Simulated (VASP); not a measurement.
# BaTiO3 (P4mm) in VASP: a series of runs, part 3 of 3

VASP 6.6.1.

## (5) Single point, PBE

This run uses another cell than the first one, of 13.54 Å³/atom.

INCAR reads:

```
ALGO = Normal ; EDIFF = 1E-7
ENCUT = 520 ; GGA = PE
ISIF = 2 ; ISMEAR = 0
LASPH = True ; LCHARG = True
LELF = True ; LREAL = False
LVHAR = True ; LWAVE = False
NBANDS = 28 ; NELM = 60
PREC = Accurate ; SIGMA = 0.02
```

KPOINTS reads:

```
k-points
0
Gamma
  8 8 6
```

POSCAR reads:

```
BaTiO3
1.0
    3.9854497974      0.0000000000      0.0000000000
    0.0000000000      3.9854497974      0.0000000000
    0.0000000000      0.0000000000      4.2634898843
Ba Ti O
1 1 3
Direct
    0.5000000000      0.5000000000      0.5957054886
    0.0000000000      0.0000000000      0.1118345512
    0.0000000000      0.5000000000      0.0588265530
    0.5000000000      0.0000000000      0.0588265530
    0.0000000000      0.0000000000      0.5348038440
```

Potentials or basis: VASP PAW PBE potentials, release 64 (Ba_sv, Ti_sv, O).

On the command line:

```sh
$ cat potpaw_PBE.64/Ba_sv/POTCAR potpaw_PBE.64/Ti_sv/POTCAR potpaw_PBE.64/O/POTCAR > POTCAR
$ mpirun -np 1 vasp_std > vasp.out
```

OUTCAR:

```text
EDIFF = 1E-7
   ENCUT = 520
   GGA = PE
   ISIF = 2
   ISMEAR = 0
   LASPH = True
   LREAL = False
   NELM = 60
   PREC = Accurate

 ion  position               nearest neighbor table
   1  0.500  0.500  0.596-   3 2.81   4 2.81   4 2.81   3 2.81   5 2.83   5 2.83   5 2.83   5 2.83
                             3 3.03   4 3.03   3 3.03   4 3.03   2 3.49   2 3.49   2 3.49   2 3.49
   2  0.000  0.000  0.112-   5 1.80   4 2.01   3 2.01   3 2.01   4 2.01   1 3.49   1 3.49   1 3.49
                             1 3.49   1 3.58   1 3.58   1 3.58   1 3.58
   3  0.000  0.500  0.059-   2 2.01   2 2.01   1 2.81   1 2.81   1 3.03   1 3.03
   4  0.500  0.000  0.059-   2 2.01   2 2.01   1 2.81   1 2.81   1 3.03   1 3.03
   5  0.000  0.000  0.535-   2 1.80   1 2.83   1 2.83   1 2.83   1 2.83

  LATTYP: Found a simple tetragonal cell.
 ALAT       =     3.9854497974
 C/A-ratio  =     1.0697637910

  Lattice vectors:

 A1 = (   3.9854497974,   0.0000000000,   0.0000000000)
 A2 = (   0.0000000000,   3.9854497974,   0.0000000000)
 A3 = (   0.0000000000,   0.0000000000,   4.2634898843)

Analysis of symmetry for initial positions (statically):
=====================================================================
 Subroutine PRICEL returns:
 Original cell was already a primitive cell.

 Routine SETGRP: Setting up the symmetry group for a
 simple tetragonal supercell.

 Subroutine GETGRP returns: Found  8 space group operations
 (whereof  8 operations were pure point group operations)
 out of a pool of 16 trial point group operations.

The static configuration has the point symmetry C_4v.

Analysis of symmetry for dynamics (positions and initial velocities):
=====================================================================
 Subroutine PRICEL returns:
 Original cell was already a primitive cell.

 Routine SETGRP: Setting up the symmetry group for a
 simple tetragonal supercell.

 Subroutine GETGRP returns: Found  8 space group operations
 (whereof  8 operations were pure point group operations)
 out of a pool of 16 trial point group operations.
[... 129 lines left out ...]
  Fermi-wavevector in a.u.,A,eV,Ry     =   1.373583  2.595695 25.670517  1.886730
  Thomas-Fermi vector in A             =   2.499087
   LORBIT       =      0    0 simple, 1 ext, 2 COOP (PROOUT), +10 PAW based schemes
   GGA     = PE    functional components
   LHFCALC =     F    Hartree Fock is set to
   AEXX    =    0.0000 exact exchange contribution
   IVDW    =     0    specifies the selected vdW correction
   LEPSILON=     F    determine dielectric tensor
   LRPA    =     F    only Hartree local field effects (RPA)
 non-spin polarized calculation
 Gauss-broadening in eV      SIGMA  =   0.02
  energy-cutoff  :      520.00
  volume of cell :       67.72
 maximum number of plane-waves:      1844
 NGX is ok and might be reduce to    30
   NGX = 15   NGY = 15   NGZ = 15

 number of electron      39.9999982 magnetization

 Free energy of the ion-electron system (eV)
  ---------------------------------------------------
  ext. energy  EPLUGINS =         0.00000000
  ---------------------------------------------------
  free energy    TOTEN  =       -40.04325355 eV

  energy without entropy =      -40.04325355  energy(sigma->0) =      -40.04325355

 E-fermi :   3.8671     XC(G=0): -10.9395

 val. band max:        3.6837746948   @ k =   0.5000   0.5000   0.5000
 cond. band min:       5.4702681167   @ k =   0.0000   0.0000   0.0000
 fundamental gap:      1.7864934219
 Fermi energy:         3.8670843259

 k-point     1 :       0.0000    0.0000    0.0000
  band No.  band energies     occupation
      1     -52.9985      2.00000
      2     -29.3534      2.00000
      3     -29.1903      2.00000
      4     -29.1903      2.00000
      5     -21.6062      2.00000
      6     -13.3465      2.00000
[... 733 lines left out ...]
     27      11.2371      0.00000
     28      11.7480      0.00000

 [... further k-points ...]

------------------------ aborting loop because EDIFF is reached ----------------------------------------

  FORCE on cell =-STRESS in cart. coord.  units (eV):
  Direction    XX          YY          ZZ          XY          YZ          ZX
  --------------------------------------------------------------------------------------
  -------------------------------------------------------------------------------------
  Total        0.1687136      0.1687136      0.1827800      0.0000000      0.0000000      0.0000000
  in kB        3.9915422      3.9915422      4.3243339      0.0000000      0.0000000      0.0000000
  external PRESSURE =       4.1024728 kB  Pullay stress =       0.0000000 kB

 VOLUME and BASIS-vectors are now :
 -----------------------------------------------------------------------------
  energy-cutoff  :      520.00
  volume of cell :       67.72
      direct lattice vectors                 reciprocal lattice vectors
     3.985449797  0.000000000  0.000000000     0.250912708  0.000000000  0.000000000
     0.000000000  3.985449797  0.000000000     0.000000000  0.250912708  0.000000000
     0.000000000  0.000000000  4.263489884     0.000000000  0.000000000  0.234549636

 POSITION                                       TOTAL-FORCE (eV/Angst)
 -----------------------------------------------------------------------------------
      1.99272      1.99272      2.53978        -0.000000      0.000000     -0.056323
      0.00000      0.00000      0.47681        -0.000000      0.000000     -0.088308
      0.00000      1.99272      0.25081        -0.000000     -0.000000      0.029499
      1.99272      0.00000      0.25081        -0.000000     -0.000000      0.029499
      0.00000      0.00000      2.28013         0.000000     -0.000000      0.085634
 -----------------------------------------------------------------------------------
    total drift:                                0.000000      0.000000     -0.000007

  FREE ENERGIE OF THE ION-ELECTRON SYSTEM (eV)
  ---------------------------------------------------
  free  energy   TOTEN  =       -40.0432535523 eV

  energy  without entropy=      -40.0432535523  energy(sigma->0) =      -40.04325355
```

OSZICAR:

```text
N       E                     dE             d eps       ncg     rms          rms(c)
DAV:   1     0.425489847537E+03    0.42549E+03   -0.19566E+04  3360   0.151E+03
DAV:   2    -0.420469329777E+01   -0.42969E+03   -0.40887E+03  3900   0.417E+02
DAV:   3    -0.489538580113E+02   -0.44749E+02   -0.44424E+02  4748   0.133E+02
DAV:   4    -0.506631004646E+02   -0.17092E+01   -0.17055E+01  5064   0.235E+01
DAV:   5    -0.506949472713E+02   -0.31847E-01   -0.31841E-01  4564   0.275E+00    0.233E+01
DAV:   6    -0.403408454863E+02    0.10354E+02   -0.57006E+01  5020   0.673E+01    0.104E+01
DAV:   7    -0.402553229973E+02    0.85522E-01   -0.12336E+01  4616   0.261E+01    0.715E+00
DAV:   8    -0.400486723271E+02    0.20665E+00   -0.61366E-01  4104   0.717E+00    0.383E+00
DAV:   9    -0.400763124281E+02   -0.27640E-01   -0.45571E-01  4968   0.611E+00    0.176E+00
DAV:  10    -0.400478086192E+02    0.28504E-01   -0.14266E-01  4384   0.366E+00    0.606E-01
DAV:  11    -0.400441595473E+02    0.36491E-02   -0.16121E-02  4528   0.121E+00    0.293E-01
DAV:  12    -0.400432301123E+02    0.92944E-03   -0.48120E-03  3904   0.470E-01    0.420E-02
DAV:  13    -0.400432897498E+02   -0.59638E-04   -0.26918E-04  3972   0.132E-01    0.523E-02
DAV:  14    -0.400432510112E+02    0.38739E-04   -0.11834E-04  3940   0.115E-01    0.988E-03
DAV:  15    -0.400432536267E+02   -0.26155E-05   -0.14141E-05  4656   0.251E-02    0.336E-03
DAV:  16    -0.400432541388E+02   -0.51209E-06   -0.23688E-06  4520   0.141E-02    0.609E-03
DAV:  17    -0.400432535285E+02    0.61022E-06   -0.17278E-06  4428   0.124E-02    0.690E-04
DAV:  18    -0.400432535523E+02   -0.23775E-07   -0.78052E-08  2680   0.234E-03
   1 F= -.40043254E+02 E0= -.40043254E+02  d E =-.965519E-41
```

stdout:

```text
POSCAR found type information on POSCAR BaTiO
 POSCAR found :  3 types and       5 ions
 scaLAPACK will be used
 LDA part: xc-table for (Slater+PW92), standard interpolation
 POSCAR, INCAR and KPOINTS ok, starting setup
 FFT: planning ... GRIDC
 FFT: planning ... GRID_SOFT
 FFT: planning ... GRID
 WAVECAR not read
 entering main loop
```

Wall time 55 s (1 thread of Intel Xeon 6975P-C (Granite Rapids), shared host); peak memory 0.25 GiB.

Results:

- Free energy: -40.0433 eV
- Pressure: 0.4 GPa
- Largest force: 0.088 eV/Å
- Band gap on the k mesh: 1.79 eV (least direct gap 2.39 eV)

Forces in eV/Å, atoms in the order of the input:
```
Ba   0.000  0.000 -0.056
Ti   0.000  0.000 -0.088
O    0.000  0.000  0.029
O    0.000  0.000  0.029
O    0.000  0.000  0.086
```

Caveat: spin-orbit coupling is left out, which moves the levels of the heavy elements.

## (6) Overview

```tsv
potentials or basis	cell	cutoff (eV)	gap on the mesh (eV)	pressure (GPa)	largest force (eV/Å)
VASP PAW PBE potentials, release 64 (Ba_sv, Ti_sv, O_h)	a = 3.985, b = 3.985, c = 4.200 Å, 5 atoms, atomic positions A	910	1.79	1.3	0.05
VASP PAW PBE potentials, release 64 (Ba_sv, Ti_sv, O_h)	a = 3.926, b = 3.926, c = 4.340 Å, 5 atoms, atomic positions B	910	1.84	3.4	0.07
VASP PAW PBE potentials, release 64 (Ba_sv, Ti_sv, O_h)	a = 4.045, b = 4.045, c = 4.106 Å, 5 atoms, atomic positions C	910	1.75	-1.1	0.05
VASP PAW PBE potentials, release 64 (Ba_sv, Ti_sv, O)	a = 3.985, b = 3.985, c = 4.263 Å, 5 atoms, atomic positions D	520	1.79	0.4	0.09
```

Alike in all rows: task single point; level PBE; no spin polarisation; k mesh 8 × 8 × 6; smearing gaussian 0.02 eV.

Caveats: spin-orbit coupling is left out, which moves the levels of the heavy elements; the cutoff is under 1.25 times the usual one of these potentials, so pressure, stress and relaxed cells hold a basis-set (Pulay) error (at least some runs); the cell stands under pressure (at least some runs).

Absolute energies hang on the potentials; compare differences alone.
